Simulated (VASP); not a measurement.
Set up this calculation in VASP 6.6.1, as the native input.

```
Task                   : single point
Functional             : PBE
Potentials or basis    : VASP PAW PBE potentials, release 64 (Be, Sb, Ge_d)
Cutoff                 : 520 eV
k mesh                 : 6 × 6 × 2
Occupations            : fermi-dirac, width 0.02 eV
Spin                   : no spin polarisation
Dipole correction      : no
Further INCAR settings : ALGO = Normal; EDIFF = 1e-07; NBANDS = 36
```

The structure of BeGeSb2 lies in POSCAR:

```
BeGeSb2
1.0
    4.2322033738      0.0000000000      0.0000000000
    0.0000000000      4.2322033738      0.0000000000
    0.0000000000      0.0000000000     11.5275184571
Be Sb Ge
2 4 2
Direct
    0.5000000000      0.0000000000      0.8902791049
    0.0000000000      0.5000000000      0.1097208951
    0.5000000000      0.5000000000      0.0000000000
    0.0000000000      0.0000000000      0.2172419103
    0.5000000000      0.5000000000      0.5000000000
    0.0000000000      0.0000000000      0.7827580897
    0.5000000000      0.0000000000      0.3573663466
    0.0000000000      0.5000000000      0.6426336534
```

These files were run (other wordings do the same):

INCAR

```
SYSTEM = BeGeSb2
ALGO     = Normal         ! electronic algorithm
EDIFF    = 1E-7           ! SCF threshold, eV
ENCUT    = 520            ! plane-wave cutoff, eV
GGA      = PE             ! functional
ISIF     = 2              ! what is computed and relaxed
ISMEAR   = -1             ! smearing method
LASPH    = .TRUE.         ! aspherical terms in the spheres
LCHARG   = .FALSE.        ! write CHGCAR
LREAL    = .FALSE.        ! projectors in reciprocal space
LWAVE    = .FALSE.        ! write WAVECAR
NBANDS   = 36             ! bands
NELM     = 80             ! most SCF steps
PREC     = Accurate       ! precision mode
SIGMA    = 0.02           ! smearing width, eV
```

KPOINTS

```
k-points
0
G
  6 6 2
  0 0 0
```

Potentials or basis: VASP PAW PBE potentials, release 64 (Be, Sb, Ge_d).

Command:

```bash
$ cat potpaw_PBE.64/Be/POTCAR potpaw_PBE.64/Sb/POTCAR potpaw_PBE.64/Ge_d/POTCAR > POTCAR
$ mpirun -np 1 vasp_std > vasp.out
```

Results of the run:

| Item | Value |
| --- | --- |
| Pressure | 1.4 GPa |
| Largest force | 0.245 eV/Å |
| Band gap on the k mesh | zero (bands 26 and 27 overlap by 0.24 eV) |

Caveat: semilocal functionals underestimate gaps, and a narrow one can read as zero; spin-orbit coupling is left out, which moves the levels of the heavy elements.

Wall time 90 s on 1 thread of Intel(R) Xeon(R) 6975P-C (Granite Rapids), on a shared host, peak memory 0.36 GiB.
